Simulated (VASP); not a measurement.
# Hf2Se3S3 in VASP: notebook

The runs below take Hf2Se3S3 through single point, with PBE+D3(BJ).

Program: VASP 6.6.1. These are calculated values, not measurements. Logs are shortened: lines on timing, memory, paths and dates and some standing lists are left out, and cuts for length are marked.

### Step 1. The cell of the first run

The cell holds a disordered packing, 16 atoms: a = 7.367 Å, b = 7.510 Å, c = 7.374 Å, α = 90.64°, β = 90.28°, γ = 90.68°.

### Step 2. Single point, PBE+D3(BJ)

Input file INCAR:

```
  ALGO = Normal
  EDIFF = 1E-6
  ENCUT = 400
  GGA = PE
  GGA_COMPAT = False
  ISIF = 2
  ISMEAR = -1
  ISYM = -1
  IVDW = 12
  LASPH = True
  LCHARG = True
  LELF = True
  LREAL = Auto
  LVHAR = True
  LWAVE = False
  NBANDS = 70
  NELM = 120
  PREC = Accurate
  SIGMA = 0.1362
```

Input file KPOINTS:

```
explicit points
1
Reciprocal
  0.25000000   0.25000000   0.25000000 1
```

Input file POSCAR:

```
Hf2Se3S3
1.0
    7.3673110000     -0.0439010000     -0.0180960000
   -0.0439010000      7.5102110000     -0.0415870000
   -0.0180960000     -0.0415870000      7.3739650000
Hf Se S
4 6 6
Direct
    0.1032643167      0.6100804522     -0.0257408210
    0.5029812990      0.7700053815      0.5766827159
    0.4478058428      0.8595248021      0.0355279083
    0.8294097313      0.1733116095      0.1536739744
    0.6578508038      0.1510660911      0.8628155753
    0.2460027729      0.3004588349      0.1287296384
    0.6423080148      0.9026679394      0.3134326590
    0.7536419859      0.6625249588      0.7895880074
    0.5578941684      0.4536974183      0.4656317961
    0.9522007478      0.1922138236      0.5302091373
    0.1727452090      0.7531562420      0.3117465985
    0.2179163829      0.8532194185      0.7460532089
    0.3976755657      0.5342872991      0.9998796771
    0.3127272771      0.3029639108      0.5778453618
    0.8336311271      0.4870130457      0.1200493629
    0.1251467729      0.9645058198      0.1399992486
```

Potentials or basis: VASP PAW PBE potentials, release 64 (Hf_pv, Se, S).

The run is started by

```console
cat potpaw_PBE.64/Hf_pv/POTCAR potpaw_PBE.64/Se/POTCAR potpaw_PBE.64/S/POTCAR > POTCAR
mpirun -np 1 vasp_std > vasp.out
```

OUTCAR:

```text
EDIFF = 1E-6
   ENCUT = 400
   GGA = PE
   ISIF = 2
   ISMEAR = -1
   ISYM = -1
   IVDW = 12
   LASPH = True
   LREAL = Auto
   NELM = 120
   PREC = Accurate
 IVDW          = 12

 ion  position               nearest neighbor table
   1  0.103  0.610  0.974-  13 2.26  15 2.44  12 2.63  11 2.74   6 2.81  16 2.92   8 2.94   3 3.16

   2  0.503  0.770  0.577-   7 2.42  12 2.53   9 2.54   8 2.56  11 3.11   3 3.47
   3  0.448  0.860  0.036-  13 2.48   7 2.51  16 2.63  12 2.72   5 2.97  11 2.99   1 3.16   8 3.26
                             2 3.47   4 3.74
   4  0.829  0.173  0.154-  15 2.37   5 2.49  16 2.70   7 2.72  10 2.92   6 3.21   3 3.74
   5  0.658  0.151  0.863-   4 2.49   3 2.97
   6  0.246  0.300  0.129-  13 2.29  16 2.67   1 2.81   4 3.21
   7  0.642  0.903  0.313-   2 2.42   3 2.51   4 2.72
   8  0.754  0.663  0.790-   2 2.56   1 2.94   3 3.26
   9  0.558  0.454  0.466-  14 2.28   2 2.54
  10  0.952  0.192  0.530-  14 2.79   4 2.92
  11  0.173  0.753  0.312-  16 2.07   1 2.74   3 2.99   2 3.11
  12  0.218  0.853  0.746-   2 2.53   1 2.63   3 2.72
  13  0.398  0.534  1.000-   1 2.26   6 2.29   3 2.48
  14  0.313  0.303  0.578-   9 2.28  10 2.79
  15  0.834  0.487  0.120-   4 2.37   1 2.44
  16  0.125  0.965  0.140-  11 2.07   3 2.63   6 2.67   4 2.70   1 2.92

IMPORTANT INFORMATION: All symmetrisations will be switched off!
NOSYMM: (Re-)initialisation of all symmetry stuff for point group C_1.

----------------------------------------------------------------------------------------

                                     Primitive cell

  volume of cell :     407.9724

  direct lattice vectors                    reciprocal lattice vectors
     7.367311000 -0.043901000 -0.018096000     0.135740303  0.000795340  0.000337598
    -0.043901000  7.510211000 -0.041587000     0.000795340  0.133160870  0.000752940
    -0.018096000 -0.041587000  7.373965000     0.000337598  0.000752940  0.135617327

  length of vectors
     7.367464023  7.510454450  7.374104472     0.135743053  0.133165374  0.135619837

  position of ions in fractional coordinates (direct lattice)
     0.103264317  0.610080452  0.974259179
     0.502981299  0.770005381  0.576682716
     0.447805843  0.859524802  0.035527908
     0.829409731  0.173311609  0.153673974
     0.657850804  0.151066091  0.862815575
     0.246002773  0.300458835  0.128729638
[... 8 lines left out ...]
     0.833631127  0.487013046  0.120049363
     0.125146773  0.964505820  0.139999249

  ion indices of the primitive-cell ions
   primitive index   ion index
                 1           1
                 2           2
                 3           3
                 4           4
                 5           5
                 6           6
[... 8 lines left out ...]
                15          15
                16          16

----------------------------------------------------------------------------------------

 KPOINTS: explicit points

Read explicit list of k-points.

 Found      1 k-points:

 Following reciprocal coordinates:
            Coordinates               Weight
  0.250000  0.250000  0.250000      1.000000
   k-points           NKPTS =      1   k-points in BZ     NKDIM =      1   number of bands    NBANDS=     70
   number of dos      NEDOS =    301   number of ions     NIONS =     16
   total plane-waves  NPLWV = 115200
   dimension x,y,z NGX =    48 NGY =   50 NGZ =   48
   dimension x,y,z NGXF=    96 NGYF=  100 NGZF=   96
   ions per type =               4   6   6
   NGX,Y,Z   is equivalent  to a cutoff of  10.83, 11.07, 10.82 a.u.
   NGXF,Y,Z  is equivalent  to a cutoff of  21.66, 22.14, 21.64 a.u.
 SYSTEM =  unknown system
   PREC   = accura    normal or accurate (medium, high low for compatibility)
   ISTART =      0    job   : 0-new  1-cont  2-samecut
   ICHARG =      2    charge: 1-file 2-atom 10-const
   ISPIN  =      1    spin polarized calculation?
   LNONCOLLINEAR =      F non collinear calculations
   LSORBIT =      F    spin-orbit coupling
   LASPH  =      T    aspherical Exc in radial PAW
   ENCUT  =  400.0 eV  29.40 Ry    5.42 a.u.  12.01 12.25 12.03*2*pi/ulx,y,z
   NELM   =    120;   NELMIN=  2; NELMDL= -5     # of ELM steps
   EDIFF  = 0.1E-05   stopping-criterion for ELM
   LREAL  =      T    real-space projection
   EDIFFG = 0.1E-04   stopping-criterion for IOM
   NSW    =      0    number of steps for IOM
   IBRION =     -1    ionic relax: 0-MD 1-quasi-New 2-CG
   NFREE  =      0    steps in history (QN), initial steepest desc. (CG)
   ISIF   =      2    stress and relaxation
   ISYM   =     -1    0-nonsym 1-usesym 2-fastsym
   POTIM  = 0.5000    time-step for ionic-motion
   TEBEG  =    0.0;   TEEND  =   0.0 temperature during run
   PSTRESS=    0.0 pullay stress
   NELECT =     112.0000    total number of electrons
   NUPDOWN=      -1.0000    fix difference up-down
   EMIN   =  10.00;   EMAX   =-10.00  energy-range for DOS
   EFERMI =   0.00;   METHOD = LEGACY
   ISMEAR =    -1;   SIGMA  =   0.14  broadening in eV -4-tet -1-fermi 0-gaus
   EFERMI_NEDOS =   21; number of points for ismear=-14 and -15
   IALGO  =     38    algorithm
   IMIX   =      4    mixing-type and parameters
     AMIX     =   0.40;   BMIX     =  1.00
     AMIX_MAG =   1.60;   BMIX_MAG =  1.00
  volume/ion in A,a.u.               =      25.50       172.07
  Fermi-wavevector in a.u.,A,eV,Ry     =   1.063989  2.010648 15.402789  1.132073
  Thomas-Fermi vector in A             =   2.199493
   LORBIT       =      0    0 simple, 1 ext, 2 COOP (PROOUT), +10 PAW based schemes
   GGA     = PE    functional components
   LHFCALC =     F    Hartree Fock is set to
   AEXX    =    0.0000 exact exchange contribution
   IVDW    =    12    specifies the selected vdW correction
   LEPSILON=     F    determine dielectric tensor
   LRPA    =     F    only Hartree local field effects (RPA)
 non-spin polarized calculation
  energy-cutoff  :      400.00
  volume of cell :      407.97
 maximum number of plane-waves:      7418
 NGX is ok and might be reduce to    48
   NGX = 25   NGY = 25   NGZ = 25

 number of electron     111.9999992 magnetization

 Free energy of the ion-electron system (eV)
  ---------------------------------------------------
  ext. energy  EPLUGINS =         0.00000000
  ---------------------------------------------------
  free energy    TOTEN  =       -92.69358086 eV

  energy without entropy =      -92.25429247  energy(sigma->0) =      -92.47393666

 E-fermi :   3.2477     XC(G=0):  -9.1593

 val. band max:        3.0360254630   @ k =   0.2500   0.2500   0.2500
 cond. band min:       3.4435517096   @ k =   0.2500   0.2500   0.2500
 fundamental gap:      0.4075262466
 Fermi energy:         3.2476798590

 k-point     1 :       0.2500    0.2500    0.2500
  band No.  band energies     occupation
      1     -28.8568      2.00000
      2     -28.8225      2.00000
      3     -28.7500      2.00000
      4     -28.6219      2.00000
      5     -28.5260      2.00000
      6     -28.5201      2.00000
[... 60 lines left out ...]
     67       5.5705      0.00000
     68       5.7269      0.00000
 [bands above 68 left out]

------------------------ aborting loop because EDIFF is reached ----------------------------------------

 Edisp (eV)   -5.00482

 E8    (eV) :    -2.1577

  FORCE on cell =-STRESS in cart. coord.  units (eV):
  Direction    XX          YY          ZZ          XY          YZ          ZX
  --------------------------------------------------------------------------------------
  -------------------------------------------------------------------------------------
  Total      -5.16367    -3.39168    -0.50166     0.30344    -0.91338     0.29451
  in kB     -20.27861   -13.31969    -1.97009     1.19166    -3.58702     1.15660
  external pressure =      -11.86 kB  Pullay stress =        0.00 kB

 VOLUME and BASIS-vectors are now :
 -----------------------------------------------------------------------------
  energy-cutoff  :      400.00
  volume of cell :      407.97
      direct lattice vectors                 reciprocal lattice vectors
     7.367311000 -0.043901000 -0.018096000     0.135740303  0.000795340  0.000337598
    -0.043901000  7.510211000 -0.041587000     0.000795340  0.133160870  0.000752940
    -0.018096000 -0.041587000  7.373965000     0.000337598  0.000752940  0.135617327

 POSITION                                       TOTAL-FORCE (eV/Angst)
 -----------------------------------------------------------------------------------
      0.71637      4.53678      7.15691        -3.155073      0.914739      0.360612
      3.66138      5.73684      4.21131        -1.160635     -0.559025      2.077331
      3.26075      6.43408      0.21813        -0.514527      1.283464     -1.131511
      6.10013      1.25880      1.11097         1.354287      0.462968      1.662985
      4.82435      1.06978      6.34419        -0.821059     -1.331252      0.007659
      1.79686      2.24036      0.93230        -0.307309      0.083886     -0.090958
[... 8 lines left out ...]
      6.11807      3.61598      0.84990        -0.263121     -0.146569      0.535190
      0.87712      7.23233      0.98997        -0.081627     -0.365378     -0.459784
 -----------------------------------------------------------------------------------
    total drift:                               -0.011090      0.008122      0.013041

  FREE ENERGIE OF THE ION-ELECTRON SYSTEM (eV)
  ---------------------------------------------------
  free  energy   TOTEN  =       -97.6984009505 eV

  energy  without entropy=      -97.2591125662  energy(sigma->0) =      -97.47875676
```

Run time: 38 s. Hardware: 1 thread of AMD EPYC 9R45 (Zen 5), shared host; peak memory 0.29 GiB.

What came out:

| Property | Result |
| --- | --- |
| Free energy | -97.6984 eV |
| Pressure | -1.2 GPa |
| Largest force | 3.305 eV/Å |
| Dispersion energy per atom | -0.313 eV |

Forces on the atoms (eV/Å):
```
Hf  -3.155  0.915  0.361
Hf  -1.161 -0.559  2.077
Hf  -0.515  1.283 -1.132
Hf   1.354  0.463  1.663
Se  -0.821 -1.331  0.008
Se  -0.307  0.084 -0.091
Se   1.398  1.189 -0.903
Se  -0.016  1.271 -0.367
Se  -1.123 -1.410 -0.108
Se   0.415  0.611 -0.820
S    0.181 -0.677 -0.494
S    1.160 -0.540  0.206
S    3.022 -1.030 -0.515
S   -0.088  0.243  0.040
S   -0.263 -0.147  0.535
S   -0.082 -0.365 -0.460
```

Stress tensor (GPa, compression positive):
```
-2.03  0.12  0.12
 0.12 -1.33 -0.36
 0.12 -0.36 -0.20
```

Caveat: the atoms stand as in a frame of molecular dynamics; spin-orbit coupling is left out, which moves the levels of the heavy elements.

### Step 3. Single point, PBE+D3(BJ)

Input file INCAR:

```
SYSTEM = Hf2Se3S3
PREC     = Accurate       ! precision mode
ENCUT    = 400            ! plane-wave cutoff, eV
EDIFF    = 1E-6           ! SCF threshold, eV
ISMEAR   = -1             ! smearing method
SIGMA    = 0.1362         ! smearing width, eV
LREAL    = Auto         
LASPH    = .TRUE.         ! aspherical terms in the spheres
NELM     = 120            ! most SCF steps
ALGO     = Normal         ! electronic algorithm
ISIF     = 2              ! what is computed and relaxed
LWAVE    = .FALSE.        ! write WAVECAR
LCHARG   = .TRUE.         ! write CHGCAR
GGA      = PE             ! functional
IVDW     = 12             ! dispersion correction
LELF     = .TRUE.         ! ELF
LVHAR    = .TRUE.       
NBANDS   = 70             ! bands
ISYM     = -1           
GGA_COMPAT= .FALSE.
```

KPOINTS is that of step 2.

Input file POSCAR:

```
Hf2Se3S3
1.0
    7.3673110000     -0.0439010000     -0.0180960000
   -0.0439010000      7.5102110000     -0.0415870000
   -0.0180960000     -0.0415870000      7.3739650000
Hf Se S
4 6 6
Direct
    0.0977552972      0.6082707502     -0.0374125541
    0.4847176490      0.7425170027      0.5655077703
    0.4373055882      0.8499838184      0.0423370275
    0.8424050767      0.2212181861      0.1684620096
    0.6036849638      0.1312069821      0.8932778753
    0.2542372517      0.3278494985      0.1187544224
    0.6837187310      0.9304343800      0.3176131903
    0.7239541649      0.7115608130      0.7912937414
    0.5203184453      0.3887368713      0.4310824750
    0.9694973424      0.2063454790      0.5071099894
    0.2332893829      0.6962213135      0.3078926141
    0.2409821252      0.8582982794      0.7552558038
    0.4468312604      0.5186053030      0.9614040882
    0.2932712618      0.2935922208      0.6082339225
    0.8413747064      0.5364773540      0.1778424498
    0.1019797579      0.8809651791      0.1335841877
```

Potentials or basis: VASP PAW PBE potentials, release 64 (Hf_pv, Se, S).

The run is started by

```console
cat potpaw_PBE.64/Hf_pv/POTCAR potpaw_PBE.64/Se/POTCAR potpaw_PBE.64/S/POTCAR > POTCAR
mpirun -np 1 vasp_std > vasp.out
```

Run time: 37 s. Hardware: 1 thread of AMD EPYC 9R45 (Zen 5), shared host; peak memory 0.29 GiB.

The run converged. Its results:

```yaml
Free_energy: -99.4777 eV
Pressure: -2.9 GPa
Largest_force: 2.059 eV/Å
Dispersion_energy_per_atom: -0.313 eV
```

Forces on the atoms (eV/Å):
```
Hf  -0.444 -1.374  0.184
Hf   0.077  0.027 -1.331
Hf   1.085  0.423  0.316
Hf   0.270  0.032  0.249
Se   0.923 -0.132  0.977
Se  -1.110 -0.588 -0.686
Se  -1.272 -0.669  0.536
Se   0.995 -0.045  0.311
Se  -0.567  0.701  0.805
Se   0.720  0.112 -0.179
S    0.020  0.146 -0.496
S   -0.252 -0.309 -0.372
S   -0.536  0.142 -0.145
S   -0.362  0.131 -0.619
S    0.102 -0.388 -0.502
S    0.349  1.792  0.953
```

Stress tensor (GPa, compression positive):
```
-5.43 -0.84  1.24
-0.84 -0.83  0.78
 1.24  0.78 -2.38
```

Levels at points of the mesh, in eV from the Fermi level:
```
           k point  band 53  band 54  band 55  band 56  band 57  band 58  band 59  band 60
(0.25, 0.25, 0.25)    -0.94    -0.63    -0.44    -0.25     0.22     0.54     0.88     1.10
```

Caveat: the atoms stand as in a frame of molecular dynamics; spin-orbit coupling is left out, which moves the levels of the heavy elements.

(Part 1 of 2 ends here.)
